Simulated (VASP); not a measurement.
Crystal: TiO2.

```
CELL_PARAMETERS angstrom
4.81270 0.00000 0.00000
0.00000 4.87188 0.00000
-0.86289 0.00000 4.96659
ATOMIC_POSITIONS crystal
Ti 0.27744 0.05281 0.21315
Ti 0.72256 0.55281 0.28685
Ti 0.72256 0.94719 0.78685
Ti 0.27744 0.44719 0.71315
O 0.06384 0.17697 0.85156
O 0.93616 0.67697 0.64844
O 0.93616 0.82303 0.14844
O 0.06384 0.32303 0.35156
O 0.44536 0.75763 0.46677
O 0.55464 0.25763 0.03323
O 0.55464 0.24237 0.53323
O 0.44536 0.74237 0.96677
```

Program: VASP 6.6.1. Alike in all runs: task single point; potentials or basis VASP PAW PBE potentials, release 64 (Ti_sv, O); no spin polarisation; cell as given; cutoff (eV) 520; smearing fermi-dirac 0.05 eV.

**Question.** Order these runs on this cell by their pressure, lowest first.
A. level PBEsol+U; U Ti d U = 6.0 eV; k mesh 6 × 6 × 6
B. level PBE; k mesh 2 × 2 × 2
C. level r2SCAN; k mesh 6 × 6 × 6

**Answer.** C (0.0 GPa), B (5.0 GPa), A (10.6 GPa).

Caveats: some runs use coarse meshes; the PAW data sets were made with another functional, which shifts forces and pressure a little (at least some runs); the cell stands under pressure (at least some runs).
